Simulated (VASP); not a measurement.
Wanted: the native input for a VASP 6.6.1 run.

- Task: single point
- Functional: RPBE
- Potentials or basis: VASP PAW PBE potentials, release 64 (As)
- Cutoff: 520 eV
- k mesh: 14 × 14 × 14
- Occupations: fermi-dirac, width 0.1 eV
- Spin: no spin polarisation
- Dipole correction: no
- Further INCAR settings: ALGO = Normal; EDIFF = 1e-07; NBANDS = 8

The structure of As lies in POSCAR:

```
As
1.0
    0.0000000000      2.0864596118      2.0864596118
    2.0864596118      0.0000000000      2.0864596118
    2.0864596118      2.0864596118      0.0000000000
As
1
Direct
    0.0000000000      0.0000000000      0.0000000000
```

This cell differs from its parent crystal: volume scaled by 0.92.

One way to write it, as run:

INCAR

```
SYSTEM = As
PREC = Accurate
ENCUT = 520
EDIFF = 1E-7
ISMEAR = -1
SIGMA = 0.1
LREAL = .False.
LASPH = .True.
NELM = 100
ALGO = Normal
ISIF = 2
LWAVE = .False.
LCHARG = .False.
GGA = RP
NBANDS = 8
```

KPOINTS

```
regular mesh
0
Gamma
  14 14 14
  0 0 0
```

Potentials or basis: VASP PAW PBE potentials, release 64 (As).

The run is started by

```console
$ cat potpaw_PBE.64/As/POTCAR > POTCAR
$ mpirun -np 1 vasp_std > vasp.out
```

Results of the run:

The pressure is 7.3 GPa.

Caveat: the PAW data sets were made with another functional, which shifts forces and pressure a little.

It took 33 s on 1 thread of AMD EPYC 7R13, on a shared host, peak memory 0.11 GiB.
